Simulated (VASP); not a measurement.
Here is a VASP 6.6.1 calculation.

INCAR

```
SYSTEM = Li2Se
  PREC = Accurate
  ENCUT = 750
  EDIFF = 1E-6
  ISMEAR = 0
  SIGMA = 0.05
  LREAL = .FALSE.
  LASPH = .TRUE.
  NELM = 120
  ALGO = Normal
  ISIF = 2
  LWAVE = .FALSE.
  LCHARG = .FALSE.
  GGA = PE
  IVDW = 12
  NBANDS = 13
  GGA_COMPAT = .FALSE.
```

KPOINTS

```
Automatic mesh
0
G
  8 8 8
  0 0 0
```

Contents of POSCAR:

```
Li2Se
1.0
    0.0000000000      2.9572646128      2.9572646128
    2.9572646128      0.0000000000      2.9572646128
    2.9572646128      2.9572646128      0.0000000000
Li Se
2 1
Direct
    0.2500000000      0.2500000000      0.2500000000
    0.7500000000      0.7500000000      0.7500000000
    0.0000000000      0.0000000000      0.0000000000
```

Potentials or basis: VASP PAW PBE potentials, release 64 (Li_sv, Se).

Run with:

```bash
$ cat potpaw_PBE.64/Li_sv/POTCAR potpaw_PBE.64/Se/POTCAR > POTCAR
$ mpirun -np 1 vasp_std > vasp.out
```

Predict the dispersion energy per atom.

-0.275 eV.

What does it give for the pressure?

-1.1 GPa.

Predict the band gap on the k mesh.

2.94 eV, indirect (least direct gap 3.58 eV).

Caveat: three body term missing. A k mesh can miss the band edges.
